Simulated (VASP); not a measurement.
Input of a VASP 6.6.1 run:

File INCAR:

```
  PREC = Accurate
  ENCUT = 520
  EDIFF = 1E-6
  ISMEAR = 0
  SIGMA = 0.01
  LREAL = Auto
  LASPH = True
  NELM = 60
  ALGO = Normal
  ISIF = 2
  LWAVE = False
  LCHARG = False
  GGA = CA
  NBANDS = 122
```

The input KPOINTS:

```
Automatic mesh
0
Gamma
  1 1 1
  0.25 0.25 0.25
```

Contents of POSCAR:

```
SnO2
1.0
    4.8274600320      4.8274600320      0.0000000000
   -4.8274600320      4.8274600320      0.0000000000
    0.0000000000      0.0000000000      6.4759066843
Sn O
8 16
Direct
    0.0000000000      0.5000000000      0.2500000000
    0.5000000000      0.0000000000      0.2500000000
    0.0000000000      0.0000000000      0.0000000000
    0.5000000000      0.5000000000      0.0000000000
    0.0000000000      0.5000000000      0.7500000000
    0.5000000000      0.0000000000      0.7500000000
    0.0000000000      0.0000000000      0.5000000000
    0.5000000000      0.5000000000      0.5000000000
    0.0000000000      0.8065971048      0.2500000000
    0.5000000000      0.3065971048      0.2500000000
    0.0000000000      0.1934028952      0.2500000000
    0.5000000000      0.6934028952      0.2500000000
    0.3065971048      0.0000000000      0.0000000000
    0.8065971048      0.5000000000      0.0000000000
    0.1934028952      0.5000000000      0.0000000000
    0.6934028952      0.0000000000      0.0000000000
    0.0000000000      0.8065971048      0.7500000000
    0.5000000000      0.3065971048      0.7500000000
    0.0000000000      0.1934028952      0.7500000000
    0.5000000000      0.6934028952      0.7500000000
    0.3065971048      0.0000000000      0.5000000000
    0.8065971048      0.5000000000      0.5000000000
    0.1934028952      0.5000000000      0.5000000000
    0.6934028952      0.0000000000      0.5000000000
```

Potentials or basis: VASP PAW LDA potentials, release 64 (Sn_d, O).

The run is started by

```sh
$ cat potpaw_LDA.64/Sn_d/POTCAR potpaw_LDA.64/O/POTCAR > POTCAR
$ mpirun -np 1 vasp_std > vasp.out
```

Task: What does it give for the band gap on the k mesh?

Result: 2.77 eV.

Task: Predict the pressure.

Result: -9.8 GPa.

Task: What does it give for the largest force?

Result: 0.100 eV/Å.

Stress tensor (GPa, compression positive):
```
 -9.36   0.00   0.00
  0.00  -9.36   0.00
  0.00   0.00 -10.76
```

Caveat: the k points lie up to 0.97 Å⁻¹ apart; spin-orbit coupling is left out, which moves the levels of the heavy elements. A k mesh can miss the band edges.
